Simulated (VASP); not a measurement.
Here is a VASP 6.6.1 calculation.

The input INCAR:

```
SYSTEM = TiB
ALGO     = Normal         ! electronic algorithm
EDIFF    = 1E-6           ! SCF threshold, eV
ENCUT    = 500            ! plane-wave cutoff, eV
GGA      = PS             ! functional
GGA_COMPAT= .False.      
ISIF     = 2              ! what is computed and relaxed
ISMEAR   = 0              ! smearing method
LASPH    = .True.         ! aspherical terms in the spheres
LCHARG   = .False.        ! write CHGCAR
LREAL    = .False.        ! projectors in reciprocal space
LWAVE    = .False.        ! write WAVECAR
NBANDS   = 14             ! bands
NELM     = 120            ! most SCF steps
PREC     = Accurate       ! precision mode
SIGMA    = 0.1            ! smearing width, eV
```

KPOINTS

```
k-points
0
Gamma
  8 8 6
  0 0 0
```

POSCAR

```
TiB
1.0
    2.5417961739      0.0000000000      0.0000000000
    0.0000000000      2.5417961739      0.0000000000
    0.0000000000      0.0000000000      3.6755221279
Ti B
1 1
Direct
    0.5000000000      0.5000000000      0.5000000000
    0.0000000000      0.0000000000      0.0000000000
```

Potentials or basis: VASP PAW PBE potentials, release 64 (Ti_sv, B).

Command:

```bash
$ cat potpaw_PBE.64/Ti_sv/POTCAR potpaw_PBE.64/B/POTCAR > POTCAR
$ mpirun -np 1 vasp_std > vasp.out
```

Q: What does it give for the band gap on the k mesh?

A: Zero (an odd number of electrons rules out a gap without spin polarisation).

Q: Predict the pressure.

A: -21.2 GPa.

Stress tensor (GPa, compression positive):
```
-11.43   0.00   0.00
  0.00 -11.43   0.00
  0.00   0.00 -40.63
```

Caveat: the cell stands under tension; the PAW data sets were made with another functional, which shifts forces and pressure a little.
